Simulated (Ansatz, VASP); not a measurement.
## One calculation of Pt, two programs

INCAR

```
SYSTEM = Pt
PREC = Accurate
ENCUT = 520
EDIFF = 1E-6
ISMEAR = 0
SIGMA = 0.15
LREAL = .FALSE.
LASPH = .TRUE.
NELM = 80
ALGO = Fast
ISIF = 2
LWAVE = .FALSE.
LCHARG = .FALSE.
GGA = PS
NBANDS = 17
```

The input KPOINTS:

```
Automatic mesh
0
G
  30 30 14
  0 0 0
```

Contents of POSCAR:

```
Pt
1.0
    2.8019750446      0.0000000000      0.0000000000
   -1.4009875223      2.4265815694      0.0000000000
    0.0000000000      0.0000000000      4.4523040644
Pt
2
Direct
    0.6666666667      0.3333333333      0.7500000000
    0.3333333333      0.6666666667      0.2500000000
```

Input for Ansatz:

```yaml
crystal:
  lattice:
    - [2.8019750446, 0.0, 0.0]
    - [-1.4009875223, 2.4265815694, 0.0]
    - [0.0, 0.0, 4.4523040644]
  atoms:
    - { symbol: Pt, position: [0.6666666667, 0.3333333333, 0.75] }
    - { symbol: Pt, position: [0.3333333333, 0.6666666667, 0.25] }
basis:
  ecutwfc: 420
kpoints:
  mp_grid: { grid: [30, 30, 14] }
hamiltonian:
  xc: pbesol
scf:
  occupations: { method: gaussian, width: 0.15 }
output:
  forces: true
  stress: true
  eigenvalues: true
```

Alike in both runs: task single point; functional PBEsol; k mesh 30 × 30 × 14; occupations gaussian, width 0.15 eV; no spin polarisation.

|  | VASP | Ansatz |
| --- | --- | --- |
| version | VASP 6.6.1 | Ansatz 0.2.0 |
| potentials or method | VASP PAW PBE potentials, release 64 (Pt), cutoff 520 eV | scalar-relativistic, plane waves, PAW |
| valence electrons in the cell | 20 | 36 |

Ansatz gave:

| Property | Result |
| --- | --- |
| gap on the k mesh at the Fermi level (eV) | none |
| pressure (GPa) | 0.5 |
| traceless stress, the component that is largest in VASP (GPa) | 7.46 |

Question: Which values does VASP return?

Answer: gap on the k mesh at the Fermi level (eV): none; pressure (GPa): 0.1; traceless stress, the component that is largest in VASP (GPa): 7.41.

VASP's potentials were made for PBE, not for PBEsol. A gap of «none» marks a metal or a gap that the smearing closes. With one functional, cell and mesh, what is left measures potentials, basis and numerics. VASP's potentials hold 20 valence electrons a cell and Ansatz's 36, so a difference there can come from the potentials and not from the codes.

Neither program's run includes spin-orbit coupling.
